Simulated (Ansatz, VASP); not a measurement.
# Two plane-wave programs on BaTiO3

```
CELL_PARAMETERS angstrom
4.05148 0.00000 0.00000
0.00000 4.05148 0.00000
0.00000 0.00000 4.19525
ATOMIC_POSITIONS crystal
Ba 0.50000 0.50000 0.59094
Ti 0.00000 0.00000 0.10879
O 0.00000 0.50000 0.06181
O 0.50000 0.00000 0.06181
O 0.00000 0.00000 0.53664
```

Change from the starting cell: hydrostatic strain +2.0%.

Alike in both runs: task single point; functional r2SCAN; k mesh 6 × 6 × 6; non-collinear spin, spin-orbit coupling.

|  | VASP | Ansatz |
| --- | --- | --- |
| version | VASP 6.6.1 | Ansatz 0.2.0 |
| potentials or method | VASP PAW PBE potentials, release 64 (Ba_sv, Ti_sv, O) | plane waves, PAW |
| plane-wave cutoff (eV) | 520 | 500 |
| occupations | gaussian, width 0.01 eV | fixed |
| valence electrons in the cell | 40 | 40 |

|  | VASP | Ansatz | Ansatz less VASP |
| --- | --- | --- | --- |
| pressure (GPa) | -5.7 | -7.3 | -1.59 |
| traceless stress, the component that is largest in VASP (GPa) | 2.64 | 2.41 | -0.226 |
| rms of the force components (eV/Å) | 0.076 | 0.000 | -0.0761 |

VASP's potentials were made for PBE, not for r2SCAN. Atom by atom the forces differ by 0.077 eV/Å (rms over components).
